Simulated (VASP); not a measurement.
A run of VASP 6.6.1:

Contents of INCAR:

```
SYSTEM = CsKICl
PREC = Accurate
ENCUT = 520
EDIFF = 1E-6
ISMEAR = 0
SIGMA = 0.01
LREAL = .FALSE.
LASPH = .TRUE.
NELM = 100
ALGO = Normal
ISIF = 2
LWAVE = .FALSE.
LCHARG = .FALSE.
GGA = PS
NBANDS = 24
```

KPOINTS

```
Automatic mesh
0
G
  4 4 4
  0 0 0
```

File POSCAR:

```
CsKICl
1.0
    4.5519082012      0.0000000000      0.0000000000
    0.0000000000      4.5519082012      0.0000000000
    0.0000000000      0.0000000000      6.7348259111
K Cs I Cl
1 1 1 1
Direct
    0.0000000000      0.0000000000      0.0000000000
    0.5000000000      0.5000000000      0.5000000000
    0.5000000000      0.5000000000      0.0000000000
    0.0000000000      0.0000000000      0.5000000000
```

Potentials or basis: VASP PAW PBE potentials, release 64 (K_sv, Cs_sv, I, Cl).

Run with:

```bash
$ cat potpaw_PBE.64/K_sv/POTCAR potpaw_PBE.64/Cs_sv/POTCAR potpaw_PBE.64/I/POTCAR potpaw_PBE.64/Cl/POTCAR > POTCAR
$ mpirun -np 1 vasp_std > vasp.out
```

Hardware: 1 thread of Intel(R) Xeon(R) 6975P-C (Granite Rapids) (shared host).

Question: Estimate the wall time of this run.

Answer: Wall time 34 s on 1 thread of Intel(R) Xeon(R) 6975P-C (Granite Rapids), on a shared host, peak memory 0.27 GiB. Counts: scf iterations 14, k points 18.
